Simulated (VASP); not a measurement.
# LiMg8 in VASP: further runs

The runs below take LiMg8 through single point, with LDA.

All numbers are computed with VASP 6.6.1; they aren't measurements. Logs are shortened: lines on timing, memory, paths and dates and some standing lists are left out, and cuts for length are marked.

**1. The cell of the first run**

The cell holds a slab with vacuum, 9 atoms: a = 6.293 Å, b = 5.039 Å, c = 19.085 Å, α = 90.00°, β = 90.00°, γ = 90.00°.

**2. Single point, LDA**

Input file INCAR:

```
SYSTEM = LiMg8
PREC = Accurate ; ENCUT = 520
EDIFF = 1E-7 ; ISMEAR = 0
SIGMA = 0.1 ; LREAL = .False.
LASPH = .True. ; NELM = 80
ALGO = Normal ; ISIF = 2
LWAVE = .False. ; LCHARG = .True.
LDIPOL = .True. ; IDIPOL = 3
DIPOL = 0.5 0.5 0.328 ; LELF = .True.
LVHAR = .True. ; LVACPOTAV = .True.
NBANDS = 20
```

Input file KPOINTS:

```
regular mesh
0
Gamma
  4 5 1
  0 0 0
```

Input file POSCAR:

```
LiMg8
1.0
    6.2932257366      0.0000000000      0.0000000000
    0.0000000000      5.0388886594      0.0000000000
    0.0000000000      0.0000000000     19.0846137325
Mg Li
8 1
Direct
    0.0000000000      0.7500000000      0.2095929242
    0.5000000000      0.7500000000      0.2095929242
    0.2500000000      0.2500000000      0.2571887995
    0.7500000000      0.2500000000      0.2571887995
    0.2500000000      0.7500000000      0.3565915112
    0.7500000000      0.7500000000      0.3565915112
    0.0000000000      0.2500000000      0.3974203428
    0.5000000000      0.2500000000      0.3974203428
    0.1250000000      0.5000000000      0.5070250802
```

Potentials or basis: VASP PAW LDA potentials, release 64 (Mg, Li_sv).

The run is started by

```bash
$ cat potpaw_LDA.64/Mg/POTCAR potpaw_LDA.64/Li_sv/POTCAR > POTCAR
$ mpirun -np 1 vasp_std > vasp.out
```

OUTCAR:

```text
SYSTEM = LiMg8
   PREC = Accurate
   ENCUT = 520
   EDIFF = 1E-7
   ISMEAR = 0
   LREAL = .False.
   LASPH = .True.
   NELM = 80
   ISIF = 2

 ion  position               nearest neighbor table
   1  0.000  0.750  0.210-   3 3.11   4 3.11   3 3.11   4 3.11   2 3.15   2 3.15   6 3.22   5 3.22

   2  0.500  0.750  0.210-   3 3.11   4 3.11   3 3.11   4 3.11   1 3.15   1 3.15   6 3.22   5 3.22

   3  0.250  0.250  0.257-   7 3.10   8 3.10   1 3.11   2 3.11   1 3.11   2 3.11   4 3.15   4 3.15
                             5 3.15   5 3.15
   4  0.750  0.250  0.257-   7 3.10   8 3.10   1 3.11   2 3.11   1 3.11   2 3.11   3 3.15   3 3.15
                             6 3.15   6 3.15
   5  0.250  0.750  0.357-   7 3.07   8 3.07   7 3.07   8 3.07   6 3.15   6 3.15   3 3.15   3 3.15
                             1 3.22   2 3.22
   6  0.750  0.750  0.357-   7 3.07   8 3.07   7 3.07   8 3.07   5 3.15   5 3.15   4 3.15   4 3.15
                             1 3.22   2 3.22
   7  0.000  0.250  0.397-   9 2.57   6 3.07   5 3.07   5 3.07   6 3.07   4 3.10   3 3.10   8 3.15
                             8 3.15
   8  0.500  0.250  0.397-   5 3.07   6 3.07   5 3.07   6 3.07   3 3.10   4 3.10   7 3.15   7 3.15

   9  0.125  0.500  0.507-   7 2.57

  LATTYP: Found a simple orthorhombic cell.
 ALAT       =     5.0388886594
 B/A-ratio  =     1.2489312946
 C/A-ratio  =     3.7874648603

  Lattice vectors:

 A1 = (   0.0000000000,  -5.0388886594,   0.0000000000)
 A2 = (   6.2932257366,   0.0000000000,   0.0000000000)
 A3 = (   0.0000000000,   0.0000000000,  19.0846137325)

Analysis of symmetry for initial positions (statically):
=====================================================================
 Subroutine PRICEL returns:
 Original cell was already a primitive cell.

 Routine SETGRP: Setting up the symmetry group for a
 simple orthorhombic supercell.

 Subroutine GETGRP returns: Found  1 space group operations
 (whereof  1 operations were pure point group operations)
 out of a pool of  8 trial point group operations.

The static configuration has the point symmetry C_1 .

Analysis of symmetry for dynamics (positions and initial velocities):
=====================================================================
 Subroutine PRICEL returns:
 Original cell was already a primitive cell.

 Routine SETGRP: Setting up the symmetry group for a
 simple orthorhombic supercell.

 Subroutine GETGRP returns: Found  1 space group operations
 (whereof  1 operations were pure point group operations)
 out of a pool of  8 trial point group operations.

[... 112 lines left out ...]
   NUPDOWN=      -1.0000    fix difference up-down
   EMIN   =  10.00;   EMAX   =-10.00  energy-range for DOS
   EFERMI =   0.00;   METHOD = LEGACY
   ISMEAR =     0;   SIGMA  =   0.10  broadening in eV -4-tet -1-fermi 0-gaus
   EFERMI_NEDOS =   21; number of points for ismear=-14 and -15
   IALGO  =     38    algorithm
   IMIX   =      4    mixing-type and parameters
     AMIX     =   0.40;   BMIX     =  1.00
     AMIX_MAG =   1.60;   BMIX_MAG =  1.00
  volume/ion in A,a.u.               =      67.24       453.78
  Fermi-wavevector in a.u.,A,eV,Ry     =   0.516451  0.975950  3.628964  0.266721
  Thomas-Fermi vector in A             =   1.532387
   LORBIT       =      0    0 simple, 1 ext, 2 COOP (PROOUT), +10 PAW based schemes
   GGA     = CA    functional components
   LHFCALC =     F    Hartree Fock is set to
   AEXX    =    0.0000 exact exchange contribution
   IVDW    =     0    specifies the selected vdW correction
   LEPSILON=     F    determine dielectric tensor
   LRPA    =     F    only Hartree local field effects (RPA)
 non-spin polarized calculation
 Gauss-broadening in eV      SIGMA  =   0.10
  energy-cutoff  :      520.00
  volume of cell :      605.19
 maximum number of plane-waves:     16352
 NGX is ok and might be reduce to    48
   NGX = 23   NGY = 19   NGZ = 71

 number of electron      18.9999995 magnetization

 dipolmoment           0.000000      0.000000     -0.257984 electrons x Angstroem

 Free energy of the ion-electron system (eV)
  ---------------------------------------------------
  ext. energy  EPLUGINS =         0.00000000
  ---------------------------------------------------
  free energy    TOTEN  =       -13.32400078 eV

  energy without entropy =      -13.31155373  energy(sigma->0) =      -13.31777725

 E-fermi :  -1.2056     XC(G=0):  -3.8517

 val. band max:       -1.3294563078   @ k =   0.0000   0.0000   0.0000
 cond. band min:      -1.1868137158   @ k =   0.5000   0.0000   0.0000
 fundamental gap:      0.1426425920
 Fermi energy:        -1.2055883010

 k-point     1 :       0.0000    0.0000    0.0000
  band No.  band energies     occupation
      1     -48.7459      2.00000
      2      -7.4551      2.00000
      3      -5.3615      2.00000
      4      -3.8144      2.00000
      5      -3.6894      2.00000
      6      -2.7896      2.00000
[... 242 lines left out ...]
     19       2.3157      0.00000
     20       2.5173      0.00000

------------------------ aborting loop because EDIFF is reached ----------------------------------------

  FORCE on cell =-STRESS in cart. coord.  units (eV):
  Direction    XX          YY          ZZ          XY          YZ          ZX
  --------------------------------------------------------------------------------------
  -------------------------------------------------------------------------------------
  Total       -2.6318513     -2.4145428     -1.2129470      0.3743631      1.0140718      0.4326021
  in kB       -6.9675563     -6.3922543     -3.2111526      0.9910878      2.6846510      1.1452697
  external PRESSURE =      -5.5236544 kB  Pullay stress =       0.0000000 kB

 VOLUME and BASIS-vectors are now :
 -----------------------------------------------------------------------------
  energy-cutoff  :      520.00
  volume of cell :      605.19
      direct lattice vectors                 reciprocal lattice vectors
     6.293225737  0.000000000  0.000000000     0.158901022  0.000000000  0.000000000
     0.000000000  5.038888659  0.000000000     0.000000000  0.198456459  0.000000000
     0.000000000  0.000000000 19.084613732     0.000000000  0.000000000  0.052398231

 POSITION                                       TOTAL-FORCE (eV/Angst)
 -----------------------------------------------------------------------------------
      0.00000      3.77917      4.00000         0.006330      0.005552      0.257442
      3.14661      3.77917      4.00000        -0.004988      0.008402      0.280735
      1.57331      1.25972      4.90835         0.000649     -0.017860     -0.170134
      4.71992      1.25972      4.90835        -0.004824     -0.009762     -0.133570
      1.57331      3.77917      6.80541         0.014283     -0.034643      0.038430
      4.71992      3.77917      6.80541         0.017474     -0.037003      0.105070
      0.00000      1.25972      7.58461        -0.203968     -0.395115     -0.518314
      3.14661      1.25972      7.58461        -0.040595      0.033755      0.127758
      0.78665      2.51944      9.67638         0.215639      0.446673      0.012584
 -----------------------------------------------------------------------------------
    total drift:                                0.000016      0.000047      0.000055

  FREE ENERGIE OF THE ION-ELECTRON SYSTEM (eV)
  ---------------------------------------------------
  free  energy   TOTEN  =       -13.3240007797 eV

  energy  without entropy=      -13.3115537273  energy(sigma->0) =      -13.31777725

 vacuum level on the upper side and lower side of the slab         1.016         2.489
```

Wall time 3.2 min (1 thread of Intel Xeon Platinum 8488C (Sapphire Rapids), shared host); peak memory 0.48 GiB.

Results:

- Free energy: -13.3240 eV
- Largest force: 0.683 eV/Å
- Band gap on the k mesh: zero (an odd number of electrons rules out a gap without spin polarisation)

Forces on the atoms (eV/Å):
```
Mg   0.006  0.006  0.257
Mg  -0.005  0.008  0.281
Mg   0.001 -0.018 -0.170
Mg  -0.005 -0.010 -0.134
Mg   0.014 -0.035  0.038
Mg   0.017 -0.037  0.105
Mg  -0.204 -0.395 -0.518
Mg  -0.041  0.034  0.128
Li   0.216  0.447  0.013
```

Levels at points of the mesh, in eV from the Fermi level:
```
           k point  band 6  band 7  band 8  band 9  band 10  band 11  band 12  band 13  band 14  band 15
(0.00, 0.00, 0.00)   -1.58   -0.82   -0.66   -0.35    -0.12     0.31     1.11     1.62     1.73     1.88
(0.50, 0.00, 0.00)   -0.84   -0.52    0.02    0.06     0.69     0.78     0.90     1.46     1.68     1.72
```

Caveat: the cutoff is under 1.25 times the usual one of these potentials, so pressure, stress and relaxed cells hold a basis-set (Pulay) error.

**3. Single point, LDA**

Input file INCAR:

```
PREC = Accurate
ENCUT = 520
EDIFF = 1E-6
ISMEAR = 0
SIGMA = 0.1
LREAL = False
LASPH = True
NELM = 60
ALGO = Normal
ISIF = 2
LWAVE = False
LCHARG = False
LDIPOL = True
IDIPOL = 3
DIPOL = 0.5 0.5 0.328
NBANDS = 20
```

Input file KPOINTS:

```
Automatic mesh
0
Gamma
  4 5 1
```

Edit POSCAR of step 2 so:

```diff
@@ -16,2 +16,2 @@
     0.5000000000      0.2500000000      0.3974203428
-    0.1250000000      0.5000000000      0.5070250802
+    0.0625000000      0.5000000000      0.5122649033
```

Potentials or basis: VASP PAW LDA potentials, release 64 (Mg, Li_sv).

The run is started by

```bash
$ cat potpaw_LDA.64/Mg/POTCAR potpaw_LDA.64/Li_sv/POTCAR > POTCAR
$ mpirun -np 1 vasp_std > vasp.out
```

Run time: 2.6 min. Hardware: 1 thread of Intel Xeon Platinum 8488C (Sapphire Rapids), shared host; peak memory 0.49 GiB.

Results (log left out):

```
Free energy            : -13.2546 eV
Largest force          : 0.698 eV/Å
Band gap on the k mesh : zero (an odd number of electrons rules out a gap without spin polarisation)
```

Forces on the atoms (eV/Å):
```
Mg   0.004  0.002  0.255
Mg  -0.003  0.006  0.289
Mg  -0.001 -0.011 -0.159
Mg  -0.001 -0.007 -0.141
Mg   0.006 -0.043  0.082
Mg   0.011 -0.040  0.104
Mg  -0.106 -0.413 -0.553
Mg  -0.034  0.049  0.147
Li   0.125  0.457 -0.024
```

Levels at points of the mesh, in eV from the Fermi level:
| k point | band 8 | band 9 | band 10 | band 11 | band 12 | band 13 |
| --- | --- | --- | --- | --- | --- | --- |
| (0.00, 0.00, 0.00) | -0.67 | -0.32 | -0.12 | 0.23 | 1.11 | 1.54 |
| (0.50, 0.00, 0.00) | 0.02 | 0.06 | 0.70 | 0.78 | 0.82 | 1.45 |

Caveat: the cutoff is under 1.25 times the usual one of these potentials, so pressure, stress and relaxed cells hold a basis-set (Pulay) error.

**4. Single point, LDA**

Input file INCAR:

```
ALGO     = Normal         # electronic algorithm
DIPOL    = 0.5 0.5 0.329
EDIFF    = 1E-6           # SCF threshold, eV
ENCUT    = 520            # plane-wave cutoff, eV
IDIPOL   = 3            
ISIF     = 2              # what is computed and relaxed
ISMEAR   = 0              # smearing method
LASPH    = True           # aspherical terms in the spheres
LCHARG   = False          # write CHGCAR
LDIPOL   = True         
LREAL    = False          # projectors in reciprocal space
LWAVE    = False          # write WAVECAR
NBANDS   = 20             # bands
NELM     = 80             # most SCF steps
PREC     = Accurate       # precision mode
SIGMA    = 0.1            # smearing width, eV
```

Input file KPOINTS:

```
k-points
0
Gamma
  4 5 1
```

Edit POSCAR of step 3 so:

```diff
@@ -16,2 +16,2 @@
     0.5000000000      0.2500000000      0.3974203428
-    0.0625000000      0.5000000000      0.5122649033
+    0.1250000000      0.3750000000      0.5225309352
```

The run is started by

```bash
$ cat potpaw_LDA.64/Mg/POTCAR potpaw_LDA.64/Li_sv/POTCAR > POTCAR
$ mpirun -np 1 vasp_std > vasp.out
```

Run time: 2.2 min. Hardware: 1 thread of Intel Xeon Platinum 8488C (Sapphire Rapids), shared host; peak memory 0.48 GiB.

The run converged. Its results:

```
Free energy            : -13.1046 eV
Largest force          : 0.626 eV/Å
Band gap on the k mesh : zero (an odd number of electrons rules out a gap without spin polarisation)
```

Forces in eV/Å, atoms in the order of the input:
```
Mg   0.010  0.000  0.267
Mg  -0.008  0.002  0.294
Mg  -0.004 -0.008 -0.166
Mg   0.003 -0.002 -0.133
Mg   0.003 -0.035  0.114
Mg  -0.001 -0.020  0.068
Mg  -0.201 -0.186 -0.563
Mg  -0.030  0.019  0.134
Li   0.229  0.230 -0.015
```

Levels at points of the mesh, in eV from the Fermi level:
| k point | band 6 | band 7 | band 8 | band 9 | band 10 | band 11 | band 12 | band 13 | band 14 | band 15 |
| --- | --- | --- | --- | --- | --- | --- | --- | --- | --- | --- |
| (0.00, 0.00, 0.00) | -1.62 | -0.81 | -0.64 | -0.32 | -0.10 | 0.10 | 1.12 | 1.35 | 1.69 | 2.02 |
| (0.50, 0.00, 0.00) | -0.89 | -0.54 | 0.03 | 0.06 | 0.67 | 0.75 | 0.78 | 1.30 | 1.71 | 1.72 |

Caveat: the cutoff is under 1.25 times the usual one of these potentials, so pressure, stress and relaxed cells hold a basis-set (Pulay) error.

**5. Single point, LDA**

Input file INCAR:

```
SYSTEM = LiMg8
  PREC = Accurate
  ENCUT = 520
  EDIFF = 1E-6
  ISMEAR = 0
  SIGMA = 0.1
  LREAL = .FALSE.
  LASPH = .TRUE.
  NELM = 80
  ALGO = Normal
  ISIF = 2
  LWAVE = .FALSE.
  LCHARG = .FALSE.
  LDIPOL = .TRUE.
  IDIPOL = 3
  DIPOL = 0.5 0.5 0.326
  NBANDS = 20
```

Input file KPOINTS:

```
Automatic mesh
0
G
  4 5 1
  0 0 0
```

Edit POSCAR of step 4 so:

```diff
@@ -16,2 +16,2 @@
     0.5000000000      0.2500000000      0.3974203428
-    0.1250000000      0.3750000000      0.5225309352
+    0.1250000000      0.6250000000      0.4926596304
```

Potentials or basis: VASP PAW LDA potentials, release 64 (Mg, Li_sv).

The run is started by

```bash
$ cat potpaw_LDA.64/Mg/POTCAR potpaw_LDA.64/Li_sv/POTCAR > POTCAR
$ mpirun -np 1 vasp_std > vasp.out
```

OUTCAR:

```text
SYSTEM = LiMg8
   PREC = Accurate
   ENCUT = 520
   EDIFF = 1E-6
   ISMEAR = 0
   LREAL = .FALSE.
   LASPH = .TRUE.
   NELM = 80
   ISIF = 2

 ion  position               nearest neighbor table
   1  0.000  0.750  0.210-   3 3.11   4 3.11   3 3.11   4 3.11   2 3.15   2 3.15   6 3.22   5 3.22

   2  0.500  0.750  0.210-   3 3.11   4 3.11   3 3.11   4 3.11   1 3.15   1 3.15   6 3.22   5 3.22

   3  0.250  0.250  0.257-   7 3.10   8 3.10   1 3.11   2 3.11   1 3.11   2 3.11   4 3.15   4 3.15
                             5 3.15   5 3.15
   4  0.750  0.250  0.257-   7 3.10   8 3.10   1 3.11   2 3.11   1 3.11   2 3.11   3 3.15   3 3.15
                             6 3.15   6 3.15
   5  0.250  0.750  0.357-   9 2.79   8 3.07   7 3.07   7 3.07   8 3.07   6 3.15   6 3.15   3 3.15
                             3 3.15   2 3.22   1 3.22
   6  0.750  0.750  0.357-   7 3.07   8 3.07   7 3.07   8 3.07   5 3.15   5 3.15   4 3.15   4 3.15
                             1 3.22   2 3.22
   7  0.000  0.250  0.397-   9 2.74   6 3.07   5 3.07   5 3.07   6 3.07   4 3.10   3 3.10   8 3.15
                             8 3.15
   8  0.500  0.250  0.397-   5 3.07   6 3.07   5 3.07   6 3.07   3 3.10   4 3.10   7 3.15   7 3.15

[... 451 lines left out ...]

------------------------ aborting loop because EDIFF is reached ----------------------------------------

 vacuum level on the upper side and lower side of the slab       (xc-potential included)        -0.796         0.454

  FORCE on cell =-STRESS in cart. coord.  units (eV):
  Direction    XX          YY          ZZ          XY          YZ          ZX
  --------------------------------------------------------------------------------------
  -------------------------------------------------------------------------------------
  Total       -2.8949420     -2.7262390     -0.8584602      0.3568367      0.5513947      0.0012473
  in kB       -7.6640620     -7.2174380     -2.2726853      0.9446885      1.4597609      0.0033020
  external PRESSURE =      -5.7180618 kB  Pullay stress =       0.0000000 kB

 VOLUME and BASIS-vectors are now :
 -----------------------------------------------------------------------------
  energy-cutoff  :      520.00
  volume of cell :      605.19
      direct lattice vectors                 reciprocal lattice vectors
     6.293225737  0.000000000  0.000000000     0.158901022  0.000000000  0.000000000
     0.000000000  5.038888659  0.000000000     0.000000000  0.198456459  0.000000000
     0.000000000  0.000000000 19.084613732     0.000000000  0.000000000  0.052398231

 POSITION                                       TOTAL-FORCE (eV/Angst)
 -----------------------------------------------------------------------------------
      0.00000      3.77917      4.00000         0.002805      0.007120      0.238840
      3.14661      3.77917      4.00000        -0.003544      0.010267      0.257706
      1.57331      1.25972      4.90835         0.004851     -0.014828     -0.166725
      4.71992      1.25972      4.90835        -0.013755     -0.010443     -0.131586
      1.57331      3.77917      6.80541         0.089929      0.024550     -0.290771
      4.71992      3.77917      6.80541         0.032343     -0.029688      0.125527
      0.00000      1.25972      7.58461        -0.077421     -0.319232     -0.168666
      3.14661      1.25972      7.58461        -0.073767      0.033938      0.132408
      0.78665      3.14931      9.40222         0.038558      0.298316      0.003267
 -----------------------------------------------------------------------------------
    total drift:                               -0.000164      0.000008     -0.000361

  FREE ENERGIE OF THE ION-ELECTRON SYSTEM (eV)
  ---------------------------------------------------
  free  energy   TOTEN  =       -13.5821723541 eV

  energy  without entropy=      -13.5721511758  energy(sigma->0) =      -13.57716176

 vacuum level on the upper side and lower side of the slab         1.003         2.286
```

stdout:

```text
POSCAR found type information on POSCAR MgLi
 POSCAR found :  2 types and       9 ions
 scaLAPACK will be used
 LDA part: xc-table for (Slater(with rela. corr.)+CA(PZ))
 , standard interpolation
 POSCAR, INCAR and KPOINTS ok, starting setup
 FFT: planning ... GRIDC
 FFT: planning ... GRID_SOFT
 FFT: planning ... GRID
 WAVECAR not read
 entering main loop
```

It took 2.4 min on 1 thread of Intel Xeon Platinum 8488C (Sapphire Rapids), shared host; peak memory 0.48 GiB.

Results:

```
Free energy            : -13.5822 eV
Largest force          : 0.369 eV/Å
Band gap on the k mesh : zero (an odd number of electrons rules out a gap without spin polarisation)
```

Forces in eV/Å, atoms in the order of the input:
```
Mg   0.003  0.007  0.239
Mg  -0.004  0.010  0.258
Mg   0.005 -0.015 -0.167
Mg  -0.014 -0.010 -0.132
Mg   0.090  0.025 -0.291
Mg   0.032 -0.030  0.126
Mg  -0.077 -0.319 -0.169
Mg  -0.074  0.034  0.132
Li   0.039  0.298  0.003
```

Caveat: the cutoff is under 1.25 times the usual one of these potentials, so pressure, stress and relaxed cells hold a basis-set (Pulay) error.

**6. The runs side by side**

```tsv
cell	gap on the mesh (eV)	largest force (eV/Å)
as given, atomic positions A	none	0.68
as given, atomic positions B	none	0.70
as given, atomic positions C	none	0.63
as given, atomic positions D	none	0.37
```

Alike in all rows: task single point; level LDA; potentials or basis VASP PAW LDA potentials, release 64 (Mg, Li_sv); no spin polarisation; k mesh 4 × 5 × 1; cutoff (eV) 520; smearing gaussian 0.1 eV.

Caveats: the cutoff is under 1.25 times the usual one of these potentials, so pressure, stress and relaxed cells hold a basis-set (Pulay) error.

Total energies depend on the potentials used, so only differences within one code and one set of settings carry meaning.

The gap in the log of VASP goes by the Fermi energy; the results here count the filled bands.